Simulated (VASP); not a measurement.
Crystal: Sn.

```
Sn
1.0
    -1.89465    1.89465    1.89465
     1.89465   -1.89465    1.89465
     1.89465    1.89465   -1.89465
Sn
1
Cartesian
  0.0000 0.0000 0.0000
```

```yaml
Program: VASP 6.6.1
Task: relaxation of cell and atoms
Functional: LDA
Potentials_or_basis: VASP PAW LDA potentials, release 64 (Sn_d)
Cutoff: 600 eV
k_mesh: 14 × 14 × 14
Occupations: fermi-dirac, width 0.1 eV
Spin: no spin polarisation
```

At the start: pressure -3.4 GPa; volume 27.20 Å³/atom.

Q: Where does the relaxation end?

A: Over 3 steps the energy falls by 19.0 meV/atom and the volume is 25.50 Å³/atom (-6.3 %); space group Im-3m (No. 229, to 0.05 Å).

The path:
```
step  energy change (eV)  largest force (eV/Å)  pressure (GPa)  volume (Å³)
   1              0.0000                0.0000           -3.37        27.20
   2             -0.0172                0.0000            1.22        25.01
   3             -0.0190                0.0000            0.00        25.50
```

Final structure:
```
CELL_PARAMETERS angstrom
-1.85421 1.85421 1.85421
1.85421 -1.85421 1.85421
1.85421 1.85421 -1.85421
ATOMIC_POSITIONS crystal
Sn 0.00000 0.00000 0.00000
```
